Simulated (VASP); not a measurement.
# GeSb2Te4 (Cm) in VASP: notebook

GeSb2Te4 is run at these levels: PBE; tasks: single point.

Everything below comes from runs of VASP 6.6.1. Logs are shortened: lines on timing, memory, paths and dates and some standing lists are left out, and cuts for length are marked.

## (1) The cell of the first run

It takes space group Cm (No. 8, monoclinic). The conventional cell has a = 7.444 Å, b = 4.298 Å, c = 14.252 Å, α = 90.00°, β = 97.50°, γ = 90.00°. Within 3.8 Å of Ge (site symmetry m) lie 6 Te at 2.85 to 3.32 Å. Sb (site symmetry m) has 6 Te at 3.01 to 3.22 Å within 4.0 Å. Sb (site symmetry m) has 6 Te at 3.03 to 3.17 Å within 4.0 Å. Within 3.8 Å of Te (site symmetry m) lie 3 Ge at 2.85 Å and 1 Te at 3.57 Å. Within 4.0 Å of Te (site symmetry m) lie 3 Sb at 3.01 Å and 1 Te at 3.57 Å. Within 4.6 Å of Te (site symmetry m) lie 6 Sb at 3.17 to 3.22 Å and 12 Te at 4.30 to 4.50 Å. Te (site symmetry m) has 3 Sb at 3.03 Å and 3 Ge at 3.32 Å within 4.0 Å.

## (2) Single point, PBE

Contents of INCAR:

```
SYSTEM = GeSb2Te4
PREC = Accurate ; ENCUT = 520
EDIFF = 1E-6 ; ISMEAR = 0
SIGMA = 0.03 ; LREAL = .FALSE.
LASPH = .TRUE. ; NELM = 80
ALGO = Normal ; ISIF = 2
LWAVE = .FALSE. ; LCHARG = .FALSE.
GGA = PE ; NBANDS = 33
```

Contents of KPOINTS:

```
Automatic mesh
0
G
  9 9 3
  0 0 0
```

Contents of POSCAR:

```
GeSb2Te4
1.0
   -4.2977010893      0.0000000000      0.0000000000
   -2.1488505447     -3.7219183212      0.0000000000
   -1.6114230234     -0.9303555163     14.1302728042
Ge Sb Te
1 2 4
Direct
    0.4503224668      0.4503224668      0.2073377777
   -0.0239962114     -0.0239962114      0.7713543595
    0.7138326834      0.7138326834      0.4866674886
    0.8085847670      0.8085847670      0.1076086130
   -0.3875858267     -0.3875858267      0.8923956264
    0.3455739122      0.3455739122      0.6263878696
    0.0780549536      0.0780549536      0.3630952651
```

Potentials or basis: VASP PAW PBE potentials, release 64 (Ge_d, Sb, Te).

On the command line:

```console
cat potpaw_PBE.64/Ge_d/POTCAR potpaw_PBE.64/Sb/POTCAR potpaw_PBE.64/Te/POTCAR > POTCAR
mpirun -np 1 vasp_std > vasp.out
```

OUTCAR:

```text
SYSTEM = GeSb2Te4
   PREC = Accurate
   ENCUT = 520
   EDIFF = 1E-6
   ISMEAR = 0
   LREAL = .FALSE.
   LASPH = .TRUE.
   NELM = 80
   ISIF = 2
   GGA = PE

 ion  position               nearest neighbor table
   1  0.450  0.450  0.207-   4 2.85   4 2.85   4 2.85
   2  0.976  0.976  0.771-   5 3.01   5 3.01   5 3.01   6 3.22   6 3.22   6 3.22
   3  0.714  0.714  0.487-   7 3.03   7 3.03   7 3.03   6 3.17   6 3.17   6 3.17
   4  0.809  0.809  0.108-   1 2.85   1 2.85   1 2.85   5 3.57
   5  0.612  0.612  0.892-   2 3.01   2 3.01   2 3.01   4 3.57
   6  0.346  0.346  0.626-   3 3.17   3 3.17   3 3.17   2 3.22   2 3.22   2 3.22
   7  0.078  0.078  0.363-   3 3.03   3 3.03   3 3.03

  LATTYP: Found a base centered monoclinic cell.
 ALAT       =     7.4438366425
 B/A-ratio  =     0.5773502692
 C/A-ratio  =     1.9146387244
 COS(beta)  =    -0.1305555265

  Lattice vectors:

 A1 = (   4.2977010893,   0.0000000000,   0.0000000000)
 A2 = (   2.1488505447,   3.7219183212,   0.0000000000)
 A3 = (  -1.6114230234,  -0.9303555163,  14.1302728042)

Analysis of symmetry for initial positions (statically):
=====================================================================
 Subroutine PRICEL returns:
 Original cell was already a primitive cell.

 Routine SETGRP: Setting up the symmetry group for a
 base centered monoclinic supercell.

 Subroutine GETGRP returns: Found  2 space group operations
 (whereof  2 operations were pure point group operations)
 out of a pool of  4 trial point group operations.

The static configuration has the point symmetry C_1h.

Analysis of symmetry for dynamics (positions and initial velocities):
=====================================================================
 Subroutine PRICEL returns:
 Original cell was already a primitive cell.

 Routine SETGRP: Setting up the symmetry group for a
 base centered monoclinic supercell.

 Subroutine GETGRP returns: Found  2 space group operations
 (whereof  2 operations were pure point group operations)
 out of a pool of  4 trial point group operations.

The dynamic configuration has the point symmetry C_1h.

 Subroutine INISYM returns: Found  2 space group operations
 (whereof  2 operations are pure point group operations),
 and found     1 'primitive' translations

[... 106 lines left out ...]
   EDIFFG = 0.1E-04   stopping-criterion for IOM
   NSW    =      0    number of steps for IOM
   IBRION =     -1    ionic relax: 0-MD 1-quasi-New 2-CG
   NFREE  =      0    steps in history (QN), initial steepest desc. (CG)
   ISIF   =      2    stress and relaxation
   ISYM   =      2    0-nonsym 1-usesym 2-fastsym
   POTIM  = 0.5000    time-step for ionic-motion
   TEBEG  =    0.0;   TEEND  =   0.0 temperature during run
   PSTRESS=    0.0 pullay stress
   NELECT =      48.0000    total number of electrons
   NUPDOWN=      -1.0000    fix difference up-down
   EMIN   =  10.00;   EMAX   =-10.00  energy-range for DOS
   EFERMI =   0.00;   METHOD = LEGACY
   ISMEAR =     0;   SIGMA  =   0.03  broadening in eV -4-tet -1-fermi 0-gaus
   EFERMI_NEDOS =   21; number of points for ismear=-14 and -15
   IALGO  =     38    algorithm
   IMIX   =      4    mixing-type and parameters
     AMIX     =   0.40;   BMIX     =  1.00
     AMIX_MAG =   1.60;   BMIX_MAG =  1.00
  volume/ion in A,a.u.               =      32.29       217.90
  Fermi-wavevector in a.u.,A,eV,Ry     =   0.976721  1.845736 12.979750  0.953985
  Thomas-Fermi vector in A             =   2.107363
   LORBIT       =      0    0 simple, 1 ext, 2 COOP (PROOUT), +10 PAW based schemes
   GGA     = PE    functional components
   LHFCALC =     F    Hartree Fock is set to
   AEXX    =    0.0000 exact exchange contribution
   IVDW    =     0    specifies the selected vdW correction
   LEPSILON=     F    determine dielectric tensor
   LRPA    =     F    only Hartree local field effects (RPA)
 non-spin polarized calculation
 Gauss-broadening in eV      SIGMA  =   0.03
  energy-cutoff  :      520.00
  volume of cell :      226.02
 maximum number of plane-waves:      6112
   NGX = 15   NGY = 15   NGZ = 53

 number of electron      48.0000000 magnetization

 Free energy of the ion-electron system (eV)
  ---------------------------------------------------
  ext. energy  EPLUGINS =         0.00000000
  ---------------------------------------------------
  free energy    TOTEN  =       -26.05024521 eV

  energy without entropy =      -26.05024521  energy(sigma->0) =      -26.05024521

 E-fermi :   6.0727     XC(G=0):  -9.1605

 val. band max:        5.9162144585   @ k =   0.1111   0.1111  -0.0000
 cond. band min:       6.2041437729   @ k =  -0.3333  -0.0000   0.3333
 fundamental gap:      0.2879293144
 Fermi energy:         6.0726901397

 k-point     1 :       0.0000    0.0000    0.0000
  band No.  band energies     occupation
      1     -18.8498      2.00000
      2     -18.8490      2.00000
      3     -18.8400      2.00000
      4     -18.8391      2.00000
      5     -18.8363      2.00000
      6      -7.2279      2.00000
[... 853 lines left out ...]
     32       9.2929      0.00000
     33       9.4274      0.00000

 [... further k-points ...]

------------------------ aborting loop because EDIFF is reached ----------------------------------------

  FORCE on cell =-STRESS in cart. coord.  units (eV):
  Direction    XX          YY          ZZ          XY          YZ          ZX
  --------------------------------------------------------------------------------------
  -------------------------------------------------------------------------------------
  Total       -0.0763643     -0.0899646      0.9106640      0.0117782     -0.2353903     -0.4077080
  in kB       -0.5413118     -0.6377180      6.4552814      0.0834902     -1.6685747     -2.8900558
  external PRESSURE =       1.7587505 kB  Pullay stress =       0.0000000 kB

 VOLUME and BASIS-vectors are now :
 -----------------------------------------------------------------------------
  energy-cutoff  :      520.00
  volume of cell :      226.02
      direct lattice vectors                 reciprocal lattice vectors
    -4.297701089  0.000000000  0.000000000    -0.232682539  0.134339326 -0.017690152
    -2.148850545 -3.721918321  0.000000000     0.000000000 -0.268678653 -0.017690152
    -1.611423023 -0.930355516 14.130272804     0.000000000  0.000000000  0.070770042

 POSITION                                       TOTAL-FORCE (eV/Angst)
 -----------------------------------------------------------------------------------
     -3.23714     -1.86896      2.92974        -0.023572     -0.013610      0.094394
     -7.53484     -4.35024     10.89945         0.035230      0.020340     -0.125106
     -5.38599     -3.10960      6.87674        -0.015207     -0.008780      0.016214
     -5.38599     -3.10960      1.52054        -0.062846     -0.036284      0.123278
     -5.38599     -3.10960     12.60979         0.035729      0.020628     -0.103045
     -3.23714     -1.86896      8.85103         0.015285      0.008825      0.025490
     -1.08829     -0.62832      5.13064         0.015381      0.008880     -0.031224
 -----------------------------------------------------------------------------------
    total drift:                               -0.001017     -0.000587      0.000779

  FREE ENERGIE OF THE ION-ELECTRON SYSTEM (eV)
  ---------------------------------------------------
  free  energy   TOTEN  =       -26.0502452131 eV

  energy  without entropy=      -26.0502452131  energy(sigma->0) =      -26.05024521
```

OSZICAR:

```text
N       E                     dE             d eps       ncg     rms          rms(c)
DAV:   1     0.355188862573E+03    0.35519E+03   -0.18484E+04  5445   0.165E+03
DAV:   2     0.255490155483E+02   -0.32964E+03   -0.31258E+03  5158   0.409E+02
DAV:   3    -0.235085761209E+02   -0.49058E+02   -0.46713E+02  5753   0.118E+02
DAV:   4    -0.261637183884E+02   -0.26551E+01   -0.26221E+01  5493   0.322E+01
DAV:   5    -0.262545999832E+02   -0.90882E-01   -0.90704E-01  6441   0.622E+00    0.954E+00
DAV:   6    -0.260486341160E+02    0.20597E+00   -0.24223E-01  6303   0.343E+00    0.668E+00
DAV:   7    -0.260728298699E+02   -0.24196E-01   -0.25290E-01  5336   0.299E+00    0.120E+00
DAV:   8    -0.260509213411E+02    0.21909E-01   -0.64105E-02  5419   0.180E+00    0.511E-01
DAV:   9    -0.260500068080E+02    0.91453E-03   -0.17688E-02  5190   0.592E-01    0.419E-01
DAV:  10    -0.260500885451E+02   -0.81737E-04   -0.34860E-03  5479   0.234E-01    0.213E-01
DAV:  11    -0.260502137714E+02   -0.12523E-03   -0.46123E-04  5576   0.102E-01    0.893E-02
DAV:  12    -0.260502396581E+02   -0.25887E-04   -0.75265E-05  5422   0.513E-02    0.286E-02
DAV:  13    -0.260502443133E+02   -0.46552E-05   -0.24809E-05  5352   0.256E-02    0.111E-02
DAV:  14    -0.260502452131E+02   -0.89986E-06   -0.50926E-06  4981   0.101E-02
   1 F= -.26050245E+02 E0= -.26050245E+02  d E =-.127824E-11
```

stdout:

```text
POSCAR found type information on POSCAR GeSbTe
 POSCAR found :  3 types and       7 ions
 scaLAPACK will be used
 LDA part: xc-table for (Slater+PW92), standard interpolation
 POSCAR, INCAR and KPOINTS ok, starting setup
 FFT: planning ... GRIDC
 FFT: planning ... GRID_SOFT
 FFT: planning ... GRID
 WAVECAR not read
 entering main loop
```

Run time: 12 min. Hardware: 1 thread of Intel Xeon 8259CL, shared host; peak memory 0.66 GiB.

What came out:

```
Free energy            : -26.0502 eV
Pressure               : 0.2 GPa
Largest force          : 0.143 eV/Å
Band gap on the k mesh : 0.29 eV (least direct gap 0.35 eV)
```

Forces in eV/Å, atoms in the order of the input:
```
Ge  -0.024 -0.014  0.094
Sb   0.035  0.020 -0.125
Sb  -0.015 -0.009  0.016
Te  -0.063 -0.036  0.123
Te   0.036  0.021 -0.103
Te   0.015  0.009  0.025
Te   0.015  0.009 -0.031
```

Levels at points of the mesh, in eV from the valence-band top:
```
           k point  band 22  band 23  band 24  band 25  band 26  band 27
(0.00, 0.00, 0.00)    -1.31    -1.06    -0.18     0.36     0.37     0.45
```

Caveat: spin-orbit coupling is left out, which moves the levels of the heavy elements; an odd mesh through Γ misses points on the zone boundary, where band edges can lie; this functional lacks dispersion, which binds the layers, so the pressure and a relaxed spacing across them are unreliable.

## (3) Single point, PBE

Contents of INCAR:

```
SYSTEM = GeSb2Te4
PREC     = Accurate       ! precision mode
ENCUT    = 520            ! plane-wave cutoff, eV
EDIFF    = 1E-6           ! SCF threshold, eV
ISMEAR   = 0              ! smearing method
SIGMA    = 0.03           ! smearing width, eV
LREAL    = .FALSE.        ! projectors in reciprocal space
LASPH    = .TRUE.         ! aspherical terms in the spheres
NELM     = 60             ! most SCF steps
ALGO     = Normal         ! electronic algorithm
ISIF     = 2              ! what is computed and relaxed
LWAVE    = .FALSE.        ! write WAVECAR
LCHARG   = .FALSE.        ! write CHGCAR
GGA      = PE             ! functional
NBANDS   = 33             ! bands
```

KPOINTS is that of step 2.

Contents of POSCAR:

```
GeSb2Te4
1.0
   -4.2977010893      0.0000000000      0.0000000000
   -2.1488505447     -3.7219183212      0.0000000000
    1.0742103873      0.6201956562     14.1302728042
Ge Sb Te
1 2 4
Direct
    0.5366993850      0.5366993850      0.2073377777
    0.2973500148      0.2973500148      0.7713543595
    0.9165783592      0.9165783592      0.4866674886
    0.8534145152      0.8534145152      0.1076086130
   -0.0158138088     -0.0158138088      0.8923956264
    0.6065270987      0.6065270987      0.6263878696
    0.2293204410      0.2293204410      0.3630952651
```

Potentials or basis: VASP PAW PBE potentials, release 64 (Ge_d, Sb, Te).

On the command line:

```console
cat potpaw_PBE.64/Ge_d/POTCAR potpaw_PBE.64/Sb/POTCAR potpaw_PBE.64/Te/POTCAR > POTCAR
mpirun -np 1 vasp_std > vasp.out
```

Run time: 17 min. Hardware: 1 thread of Intel Xeon 8259CL, shared host; peak memory 0.66 GiB.

Results (log left out):

```
Free energy            : -25.9669 eV
Pressure               : 0.6 GPa
Largest force          : 0.392 eV/Å
Band gap on the k mesh : 0.18 eV (least direct gap 0.30 eV)
```

Forces in eV/Å, atoms in the order of the input:
```
Ge   0.014  0.008  0.113
Sb   0.046  0.027 -0.202
Sb   0.071  0.041  0.057
Te   0.192  0.111  0.324
Te  -0.171 -0.098 -0.220
Te  -0.092 -0.053 -0.026
Te  -0.060 -0.035 -0.047
```

Stress tensor (GPa, compression positive):
```
0.42 0.35 0.82
0.35 0.01 0.47
0.82 0.47 1.23
```

Levels at points of the mesh, in eV from the valence-band top:
| k point | band 22 | band 23 | band 24 | band 25 | band 26 | band 27 |
| --- | --- | --- | --- | --- | --- | --- |
| (0.00, 0.00, 0.00) | -1.38 | -1.17 | -0.20 | 0.18 | 0.26 | 0.42 |

Caveat: spin-orbit coupling is left out, which moves the levels of the heavy elements; an odd mesh through Γ misses points on the zone boundary, where band edges can lie.

(Part 1 of 2 ends here.)
